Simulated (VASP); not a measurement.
# BaTiO3 (R3m) in VASP: a series of runs

Runs on BaTiO3. Level: r2SCAN. Tasks: relaxation of shape and atoms at fixed volume.

Everything below comes from runs of VASP 6.6.1. Logs are shortened: lines on timing, memory, paths and dates and some standing lists are left out, and cuts for length are marked.

## (1) The cell of the first run

Symmetry: R3m, No. 160, trigonal system. Conventional cell: a = 5.679 Å, b = 5.679 Å, c = 6.998 Å, α = 90.00°, β = 90.00°, γ = 120.00°. Within 3.7 Å of Ba (site symmetry 3m) lie 12 O at 2.77 to 2.93 Å and 8 Ti at 3.40 to 3.60 Å. Within 2.5 Å of Ti (site symmetry 3m) lie 6 O at 1.87 to 2.17 Å. O (site symmetry m) has 2 Ti at 1.87 to 2.17 Å within 2.5 Å.

## (2) Relaxation of shape and atoms at fixed volume, r2SCAN

POSCAR reads:

```
BaTiO3
1.0
    2.8392699071      1.6392532452      2.3328263773
   -2.8392699071      1.6392532452      2.3328263773
    0.0000000000     -3.2785064904      2.3328263773
Ba Ti O
1 1 3
Direct
   -0.0037083465     -0.0037083465     -0.0037083465
    0.4824752504      0.4824752504      0.4824752504
    0.5100761230      0.5100761230      0.0202808501
    0.0202808501      0.5100761230      0.5100761230
    0.5100761230      0.0202808501      0.5100761230
```

INCAR.step1 reads:

```
SYSTEM = BaTiO3
  PREC = Accurate
  ENCUT = 600
  ISMEAR = 0
  SIGMA = 0.05
  LREAL = .False.
  LASPH = .True.
  NELM = 60
  GGA = PE
  ALGO = Normal
  EDIFF = 1E-4
  LWAVE = .True.
  LCHARG = .False.
```

INCAR.step2 reads:

```
SYSTEM = BaTiO3
  PREC = Accurate
  ENCUT = 600
  EDIFF = 1E-6
  ISMEAR = 0
  SIGMA = 0.05
  LREAL = .False.
  LASPH = .True.
  NELM = 60
  ALGO = Normal
  ISIF = 4
  LWAVE = .False.
  LCHARG = .False.
  METAGGA = R2SCAN
  LMIXTAU = .True.
  IBRION = 2
  NSW = 60
  EDIFFG = -0.01
  ISTART = 1
```

KPOINTS reads:

```
Automatic mesh
0
Gamma
  6 6 6
  0 0 0
```

Potentials or basis: VASP PAW PBE potentials, release 64 (Ba_sv, Ti_sv, O).

Launch:

```bash
> cat potpaw_PBE.64/Ba_sv/POTCAR potpaw_PBE.64/Ti_sv/POTCAR potpaw_PBE.64/O/POTCAR > POTCAR
> cp INCAR.step1 INCAR
> mpirun -np 1 vasp_std > vasp.out
> cp INCAR.step2 INCAR
> mpirun -np 1 vasp_std > vasp.out
```

OUTCAR:

```text
SYSTEM = BaTiO3
   PREC = Accurate
   ENCUT = 600
   EDIFF = 1E-6
   ISMEAR = 0
   LREAL = .False.
   LASPH = .True.
   NELM = 60
   ISIF = 4
   METAGGA = R2SCAN
   IBRION = 2
   NSW = 60
   EDIFFG = -0.01
   ISTART = 1

 ion  position               nearest neighbor table
   1  0.996  0.996  0.996-   4 2.77   5 2.77   3 2.77   3 2.84   3 2.84   5 2.84   4 2.84   4 2.84
                             5 2.84   4 2.93   5 2.93   3 2.93   2 3.40   2 3.45   2 3.45   2 3.45
   2  0.482  0.482  0.482-   4 1.87   5 1.87   3 1.87   5 2.17   4 2.17   3 2.17   1 3.40   1 3.45
                             1 3.45   1 3.45   1 3.51   1 3.51   1 3.51   1 3.60
   3  0.510  0.510  0.020-   2 1.87   2 2.17   1 2.77   1 2.84   1 2.84   1 2.93
   4  0.020  0.510  0.510-   2 1.87   2 2.17   1 2.77   1 2.84   1 2.84   1 2.93
   5  0.510  0.020  0.510-   2 1.87   2 2.17   1 2.77   1 2.84   1 2.84   1 2.93

  LATTYP: Found a trigonal (rhomboedric) cell.
 ALAT       =     4.0237648681
 COS(alpha) =     0.0041861421

  Lattice vectors:

 A1 = (   2.8392699071,   1.6392532452,   2.3328263773)
 A2 = (  -2.8392699071,   1.6392532452,   2.3328263773)
 A3 = (   0.0000000000,  -3.2785064904,   2.3328263773)

Analysis of symmetry for initial positions (statically):
=====================================================================
 Subroutine PRICEL returns:
 Original cell was already a primitive cell.

 Routine SETGRP: Setting up the symmetry group for a
 trigonal (rhombohedral) supercell.

 Subroutine GETGRP returns: Found  6 space group operations
 (whereof  6 operations were pure point group operations)
 out of a pool of 12 trial point group operations.

The static configuration has the point symmetry C_3v.

Analysis of symmetry for dynamics (positions and initial velocities):
=====================================================================
 Subroutine PRICEL returns:
 Original cell was already a primitive cell.

 Routine SETGRP: Setting up the symmetry group for a
 trigonal (rhombohedral) supercell.

 Subroutine GETGRP returns: Found  6 space group operations
 (whereof  6 operations were pure point group operations)
 out of a pool of 12 trial point group operations.

The dynamic configuration has the point symmetry C_3v.

 Subroutine INISYM returns: Found  6 space group operations
 (whereof  6 operations are pure point group operations),
 and found     1 'primitive' translations

----------------------------------------------------------------------------------------

                                     Primitive cell

  volume of cell :      65.1458

  direct lattice vectors                    reciprocal lattice vectors
     2.839269907  1.639253245  2.332826377     0.176101609  0.101672312  0.142888188
    -2.839269907  1.639253245  2.332826377    -0.176101609  0.101672312  0.142888188
     0.000000000 -3.278506490  2.332826377     0.000000000 -0.203344623  0.142888188

  length of vectors
     4.023764868  4.023764868  4.023764868     0.248527805  0.248527805  0.248527805

  position of ions in fractional coordinates (direct lattice)
     0.996291654  0.996291654  0.996291654
     0.482475250  0.482475250  0.482475250
     0.510076123  0.510076123  0.020280850
     0.020280850  0.510076123  0.510076123
     0.510076123  0.020280850  0.510076123

  ion indices of the primitive-cell ions
   primitive index   ion index
                 1           1
                 2           2
                 3           3
                 4           4
                 5           5

----------------------------------------------------------------------------------------

 KPOINTS: Automatic mesh

Automatic generation of k-mesh.
 Grid dimensions read from file:
 generate k-points for:    6    6    6

 Generating k-lattice:

  Cartesian coordinates                     Fractional coordinates (reciprocal lattice)
     0.029350268  0.016945385  0.023814698     0.166666667  0.000000000  0.000000000
    -0.029350268  0.016945385  0.023814698     0.000000000  0.166666667  0.000000000
     0.000000000 -0.033890771  0.023814698     0.000000000  0.000000000  0.166666667

  Length of vectors
     0.041421301  0.041421301  0.041421301

  Shift w.r.t. Gamma in fractional coordinates (k-lattice)
     0.000000000  0.000000000  0.000000000

 Subroutine IBZKPT returns following result:
 ===========================================

 Found     32 irreducible k-points:

 Following reciprocal coordinates:
            Coordinates               Weight
  0.000000  0.000000  0.000000      1.000000
  0.166667  0.000000 -0.000000      6.000000
  0.333333  0.000000 -0.000000      6.000000
  0.500000 -0.000000  0.000000      3.000000
  0.166667  0.166667 -0.000000      6.000000
  0.333333  0.166667 -0.000000     12.000000
[... 16 lines left out ...]
  0.500000  0.500000  0.166667      6.000000
 -0.333333  0.500000  0.166667     12.000000
 [... further k-points ...]
   k-points           NKPTS =     32   k-points in BZ     NKDIM =     32   number of bands    NBANDS=     24
   number of dos      NEDOS =    301   number of ions     NIONS =      5
   total plane-waves  NPLWV =  32768
   dimension x,y,z NGX =    32 NGY =   32 NGZ =   32
   dimension x,y,z NGXF=    64 NGYF=   64 NGZF=   64
   ions per type =               1   1   3
   NGX,Y,Z   is equivalent  to a cutoff of  13.22, 13.22, 13.22 a.u.
   NGXF,Y,Z  is equivalent  to a cutoff of  26.44, 26.44, 26.44 a.u.
 SYSTEM =  BaTiO3
   PREC   = accura    normal or accurate (medium, high low for compatibility)
   ISTART =      1    job   : 0-new  1-cont  2-samecut
   ICHARG =      0    charge: 1-file 2-atom 10-const
   ISPIN  =      1    spin polarized calculation?
   LNONCOLLINEAR =      F non collinear calculations
   LSORBIT =      F    spin-orbit coupling
   LASPH  =      T    aspherical Exc in radial PAW
   ENCUT  =  600.0 eV  44.10 Ry    6.64 a.u.   8.04  8.04  8.04*2*pi/ulx,y,z
   NELM   =     60;   NELMIN=  2; NELMDL=  0     # of ELM steps
   EDIFF  = 0.1E-05   stopping-criterion for ELM
   LREAL  =      F    real-space projection
   EDIFFG = -.1E-01   stopping-criterion for IOM
   NSW    =     60    number of steps for IOM
   IBRION =      2    ionic relax: 0-MD 1-quasi-New 2-CG
   NFREE  =      1    steps in history (QN), initial steepest desc. (CG)
   ISIF   =      4    stress and relaxation
   ISYM   =      2    0-nonsym 1-usesym 2-fastsym
   POTIM  = 0.5000    time-step for ionic-motion
   TEBEG  =    0.0;   TEEND  =   0.0 temperature during run
   PSTRESS=    0.0 pullay stress
   NELECT =      40.0000    total number of electrons
   NUPDOWN=      -1.0000    fix difference up-down
   EMIN   =  10.00;   EMAX   =-10.00  energy-range for DOS
   EFERMI =   0.00;   METHOD = LEGACY
   ISMEAR =     0;   SIGMA  =   0.05  broadening in eV -4-tet -1-fermi 0-gaus
   EFERMI_NEDOS =   21; number of points for ismear=-14 and -15
   IALGO  =     38    algorithm
   IMIX   =      4    mixing-type and parameters
     AMIX     =   0.40;   BMIX     =  1.00
     AMIX_MAG =   1.60;   BMIX_MAG =  1.00
  volume/ion in A,a.u.               =      13.03        87.93
  Fermi-wavevector in a.u.,A,eV,Ry     =   1.391445  2.629450 26.342499  1.936119
  Thomas-Fermi vector in A             =   2.515283
   LORBIT       =      0    0 simple, 1 ext, 2 COOP (PROOUT), +10 PAW based schemes
   METAGGA = R2SCAN    functional components
   LHFCALC =     F    Hartree Fock is set to
   AEXX    =    0.0000 exact exchange contribution
   IVDW    =     0    specifies the selected vdW correction
   LEPSILON=     F    determine dielectric tensor
   LRPA    =     F    only Hartree local field effects (RPA)
 conjugate gradient relaxation of ions
 non-spin polarized calculation
 Gauss-broadening in eV      SIGMA  =   0.05
  energy-cutoff  :      600.00
  volume of cell :       65.15
 maximum number of plane-waves:      2201
   NGX = 17   NGY = 17   NGZ = 17

--------------------------------------- Ionic step        1  -------------------------------------------

 number of electron      40.0000000 magnetization

 Free energy of the ion-electron system (eV)
  ---------------------------------------------------
  ext. energy  EPLUGINS =         0.00000000
  ---------------------------------------------------
  free energy    TOTEN  =       -74.27467835 eV

  energy without entropy =      -74.27467835  energy(sigma->0) =      -74.27467835

------------------------ aborting loop because EDIFF is reached ----------------------------------------

  FORCE on cell =-STRESS in cart. coord.  units (eV):
  Direction    XX          YY          ZZ          XY          YZ          ZX
  --------------------------------------------------------------------------------------
  -------------------------------------------------------------------------------------
  Total        0.9273893      0.9273893      0.8016188      0.0000000      0.0000000      0.0000000
  in kB       22.8079516     22.8079516     19.7147853      0.0000000      0.0000000      0.0000000
  external PRESSURE =      21.7768962 kB  Pullay stress =       0.0000000 kB
[... 180 lines left out ...]
  energy  without entropy=      -74.2797524077  energy(sigma->0) =      -74.27975241

--------------------------------------- Ionic step        6  -------------------------------------------

 number of electron      39.9999995 magnetization

 Free energy of the ion-electron system (eV)
  ---------------------------------------------------
  ext. energy  EPLUGINS =         0.00000000
  ---------------------------------------------------
  free energy    TOTEN  =       -74.27980928 eV

  energy without entropy =      -74.27980928  energy(sigma->0) =      -74.27980928

 E-fermi :   3.7317     XC(G=0): -11.8103

 val. band max:        3.3514903379   @ k =   0.5000   0.5000   0.5000
 cond. band min:       6.0617026391   @ k =   0.0000   0.0000   0.0000
 fundamental gap:      2.7102123013
 Fermi energy:         3.7317377574

 k-point     1 :       0.0000    0.0000    0.0000
  band No.  band energies     occupation
      1     -55.2430      2.00000
      2     -30.4342      2.00000
      3     -30.4342      2.00000
      4     -30.4340      2.00000
      5     -22.1443      2.00000
      6     -14.4156      2.00000
[... 637 lines left out ...]
     23       7.7625      0.00000
     24       9.3999      0.00000

 [... further k-points ...]

------------------------ aborting loop because EDIFF is reached ----------------------------------------

  FORCE on cell =-STRESS in cart. coord.  units (eV):
  Direction    XX          YY          ZZ          XY          YZ          ZX
  --------------------------------------------------------------------------------------
  -------------------------------------------------------------------------------------
  Total        0.3786954      0.3786954      0.4035029      0.0000000      0.0000000      0.0000000
  in kB        9.3135283      9.3135283      9.9236354      0.0000000      0.0000000      0.0000000
  external PRESSURE =       9.5168973 kB  Pullay stress =       0.0000000 kB
[... 20 lines left out ...]
  FREE ENERGIE OF THE ION-ELECTRON SYSTEM (eV)
  ---------------------------------------------------
  free  energy   TOTEN  =       -74.2798092789 eV

  energy  without entropy=      -74.2798092789  energy(sigma->0) =      -74.27980928

 reached required accuracy - stopping structural energy minimisation
```

Wall time 9.3 min (1 thread of Intel Xeon 6975P-C, shared host); peak memory 0.24 GiB.

Results:

| Item | Value |
| --- | --- |
| Free energy | -74.2798 eV |
| Energy gained by relaxing | 1.0 meV/atom |
| Ionic steps | 6 |
| Pressure after relaxing | 1.0 GPa |
| Largest force after relaxing | 0.005 eV/Å |
| Band gap on the k mesh | 2.71 eV, indirect (least direct gap 3.12 eV) |

Forces in eV/Å, atoms in the order of the input:
```
Ba   0.000  0.000  0.003
Ti   0.000  0.000 -0.005
O    0.000  0.003  0.001
O   -0.003 -0.002  0.001
O    0.003 -0.002  0.001
```

Step by step:
```
step  energy change (eV)  largest force (eV/Å)  pressure (GPa)  volume (Å³)
   1              0.0000                0.2488            2.18        65.15
   2             -0.0041                0.0773            1.36        65.15
   3             -0.0044                0.0642            1.05        65.15
   4             -0.0049                0.0426            1.00        65.15
   5             -0.0051                0.0210            0.96        65.15
   6             -0.0051                0.0053            0.95        65.15
```

Final structure:
```xyz
5
Lattice="2.8415 1.6406 2.3291 -2.8415 1.6406 2.3291 0.0000 -3.2811 2.3291" Properties=species:S:1:pos:R:3 pbc="T T T"
Ba    0.0000    0.0000    6.9734
Ti    0.0000    0.0000    3.3922
O     0.0000    1.6121    2.4123
O    -1.3961   -0.8060    2.4123
O     1.3961   -0.8060    2.4123
```

Caveat: the PAW data sets were made with another functional, which shifts forces and pressure a little; spin-orbit coupling is left out, which moves the levels of the heavy elements. r2SCAN opens gaps a little over a GGA but as a rule still falls short of measured ones.

## (3) Relaxation of shape and atoms at fixed volume, r2SCAN (volume scaled by 1.040)

POSCAR reads:

```
BaTiO3
1.0
    2.8776968182      1.6614390326      2.3617778337
   -2.8776968182      1.6614390326      2.3617778337
    0.0000000000     -3.3228780652      2.3617778337
Ba Ti O
1 1 3
Direct
   -0.0032775326     -0.0032775326     -0.0032775326
    0.4833123891      0.4833123891      0.4833123891
    0.5098611305      0.5098611305      0.0194428825
    0.0194428825      0.5098611305      0.5098611305
    0.5098611305      0.0194428825      0.5098611305
```

INCAR.step1 reads:

```
ALGO = Normal
EDIFF = 1E-4
ENCUT = 600
GGA = PE
ISMEAR = 0
LASPH = T
LCHARG = F
LREAL = F
LWAVE = T
NELM = 60
PREC = Accurate
SIGMA = 0.05
```

INCAR.step2 reads:

```
ALGO = Normal
EDIFF = 1E-6
EDIFFG = -0.01
ENCUT = 600
IBRION = 2
ISIF = 4
ISMEAR = 0
ISTART = 1
LASPH = T
LCHARG = F
LMIXTAU = T
LREAL = F
LWAVE = F
METAGGA = R2SCAN
NELM = 60
NSW = 60
PREC = Accurate
SIGMA = 0.05
```

KPOINTS reads:

```
k-points
0
Gamma
  6 6 6
```

Potentials or basis: VASP PAW PBE potentials, release 64 (Ba_sv, Ti_sv, O).

Launch:

```bash
> cat potpaw_PBE.64/Ba_sv/POTCAR potpaw_PBE.64/Ti_sv/POTCAR potpaw_PBE.64/O/POTCAR > POTCAR
> cp INCAR.step1 INCAR
> mpirun -np 1 vasp_std > vasp.out
> cp INCAR.step2 INCAR
> mpirun -np 1 vasp_std > vasp.out
```

It took 14 min on 1 thread of Intel Xeon 6975P-C, shared host; peak memory 0.27 GiB.

The run converged. Its results:

```yaml
Free_energy: -74.2652 eV
Energy_gained_by_relaxing: 1.6 meV/atom
Ionic_steps: 7
Pressure_after_relaxing: -3.2 GPa
Largest_force_after_relaxing: 0.006 eV/Å
Band_gap_on_the_k_mesh: 2.96 eV, indirect (least direct gap 3.52 eV)
```

Forces in eV/Å, atoms in the order of the input:
```
Ba   0.000  0.000 -0.006
Ti   0.000  0.000  0.006
O    0.000 -0.005  0.000
O    0.004  0.003  0.000
O   -0.004  0.003  0.000
```

Step by step:
```tsv
step	energy change (eV)	largest force (eV/Å)	pressure (GPa)	volume (Å³)
1	0.0000	0.2688	-4.71	67.75
2	-0.0070	0.1099	-3.73	67.75
3	-0.0076	0.0408	-3.36	67.75
4	-0.0079	0.0344	-3.31	67.75
5	-0.0080	0.0294	-3.25	67.75
6	-0.0080	0.0123	-3.24	67.75
7	-0.0081	0.0059	-3.23	67.75
```

Final structure:
```
Ba Ti O
1.0
     2.87521    1.66001    2.36586
    -2.87521    1.66001    2.36586
     0.00000   -3.32001    2.36586
Ba Ti O
1 1 3
Cartesian
  0.0000 0.0000 7.0667
  0.0000 0.0000 3.4086
  0.0000 1.6179 2.4683
  -1.4012 -0.8090 2.4683
  1.4012 -0.8090 2.4683
```

Levels at points of the mesh, in eV from the valence-band top:
| k point | band 17 | band 18 | band 19 | band 20 | band 21 | band 22 | band 23 | band 24 |
| --- | --- | --- | --- | --- | --- | --- | --- | --- |
| (0.00, 0.00, 0.00) | -1.00 | -0.69 | -0.56 | -0.56 | 2.96 | 2.96 | 3.11 | 4.75 |
| (0.50, 0.00, 0.00) | -1.59 | -1.50 | -1.07 | -0.92 | 3.10 | 4.07 | 4.21 | 4.71 |
| (0.50, 0.50, 0.00) | -1.64 | -0.93 | -0.86 | -0.09 | 4.15 | 4.18 | 4.49 | 5.19 |
| (0.50, 0.50, 0.50) | -2.35 | -0.03 | -0.03 | 0.00 | 4.51 | 4.73 | 4.73 | 6.95 |

Caveat: the cell differs from its parent crystal (volume scaled by 1.040); the PAW data sets were made with another functional, which shifts forces and pressure a little; spin-orbit coupling is left out, which moves the levels of the heavy elements. A k mesh can miss the band edges.
